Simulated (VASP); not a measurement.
NdMo, 4 atoms in the cell. The structure is orthorhombic, space group Cmmm (No. 65). The conventional cell has a = 6.837 Å, b = 8.453 Å, c = 3.473 Å, α = 90.00°, β = 90.00°, γ = 90.00°. Nd (site symmetry m2m) has 8 Mo at 3.24 to 3.38 Å and 5 Nd at 3.43 to 3.51 Å within 4.3 Å. Mo (site symmetry 2mm) has 1 Mo at 2.17 Å within 2.9 Å. The cell was built from a structure type or drawn by symmetry, and may not be a known phase.

```yaml
Program: VASP 6.6.1
Task: single point
Functional: PBE
Potentials_or_basis: VASP PAW PBE potentials, release 64 (Nd_3, Mo_sv), 4f in core
Cutoff: 500 eV
k_mesh: 4 × 4 × 6
Occupations: gaussian, width 0.1 eV
Spin: no spin polarisation
Dipole_correction: no
Mended: yes
Further_INCAR_settings: ALGO = Normal; EDIFF = 1e-06; NBANDS = 33
```

Potentials or basis: VASP PAW PBE potentials, release 64 (Nd_3, Mo_sv), 4f in core.

Run with:

```bash
$ cat potpaw_PBE.64/Nd_3/POTCAR potpaw_PBE.64/Mo_sv/POTCAR > POTCAR
$ mpirun -np 1 vasp_std > vasp.out
```

Hardware: 1 thread of Intel(R) Xeon(R) 6975P-C (Granite Rapids), on a shared host.

**Question.** Estimate the wall time of this run.

**Answer.** Run time: 43 s on 1 thread of Intel(R) Xeon(R) 6975P-C (Granite Rapids) (shared host), peak memory 0.24 GiB. Counts: scf iterations 14, k points 28.
